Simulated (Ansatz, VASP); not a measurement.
# Two plane-wave programs on Bi2Te3

The input INCAR:

```
SYSTEM = Bi2Te3
  PREC = Accurate
  ENCUT = 520
  EDIFF = 1E-8
  ISMEAR = -1
  SIGMA = 0.08
  LREAL = .False.
  LASPH = .True.
  NELM = 100
  ALGO = Normal
  ISIF = 2
  LWAVE = .False.
  LCHARG = .False.
  LEFG = .True.
  NBANDS = 32
```

Contents of KPOINTS:

```
regular mesh
0
Gamma
  8 8 8
  0 0 0
```

POSCAR

```
Bi2Te3
1.0
    2.2158385213      1.2793149667      9.9797156580
   -2.2158385213      1.2793149667      9.9797156580
    0.0000000000     -2.5586299335      9.9797156580
Bi Te
2 3
Direct
    0.8120000000      0.8120000000      0.8120000000
    0.4020000000      0.4020000000      0.4020000000
    0.6110000000      0.6110000000      0.6110000000
    0.2000000000      0.2000000000      0.2000000000
    0.0000000000      0.0000000000      0.0000000000
```

Input for Ansatz:

```yaml
crystal:
  lattice:
    - [2.2158385213, 1.2793149667, 9.979715658]
    - [-2.2158385213, 1.2793149667, 9.979715658]
    - [0.0, -2.5586299335, 9.979715658]
  atoms:
    - { symbol: Bi, position: [0.812, 0.812, 0.812] }
    - { symbol: Bi, position: [0.402, 0.402, 0.402] }
    - { symbol: Te, position: [0.611, 0.611, 0.611] }
    - { symbol: Te, position: [0.2, 0.2, 0.2] }
    - { symbol: Te, position: [0.0, 0.0, 0.0] }
kpoints:
  mp_grid: { grid: [8, 8, 8] }
scf:
  occupations: { method: fermi_dirac, width: 0.08 }
hamiltonian:
  xc: lda
  pseudopotentials: { kind: paw }
output:
  forces: true
  stress: true
  eigenvalues: true
  efg: { contact_densities: true }
```

Change from the starting cell: volume scaled by 1.01, PAW files.

Alike in both runs: task electric field gradients; functional LDA; k mesh 8 × 8 × 8; occupations fermi-dirac, width 0.08 eV; no spin polarisation.

|  | VASP | Ansatz |
| --- | --- | --- |
| version | VASP 6.6.1 | Ansatz 0.2.0 |
| potentials or method | VASP PAW LDA potentials, release 64 (Bi_d, Te) | PAW with Ansatz's default frozen-core files, scalar-relativistic |
| plane-wave cutoff (eV) | 520 | 420 |
| valence electrons in the cell | 48 | 78 |

```tsv
	VASP	Ansatz	Ansatz less VASP
pressure (GPa)	-2.3	-2.3	-0.07
traceless stress, the component that is largest in VASP (GPa)	-0.74	-0.74	+0.003
rms of the force components (eV/Å)	0.427	0.418	-0.0090
size of Vzz on the site where it differs most (V/Å²)	50.1	56.7	+6.57
```

LDA's correlation is that of Perdew and Zunger in VASP and of Perdew and Wang (1992) in Ansatz. Atom by atom the forces differ by 0.011 eV/Å (rms over components). VASP's potentials hold 48 valence electrons a cell and Ansatz's 78, so a difference there can come from the potentials and not from the codes.

Neither program's run includes spin-orbit coupling.
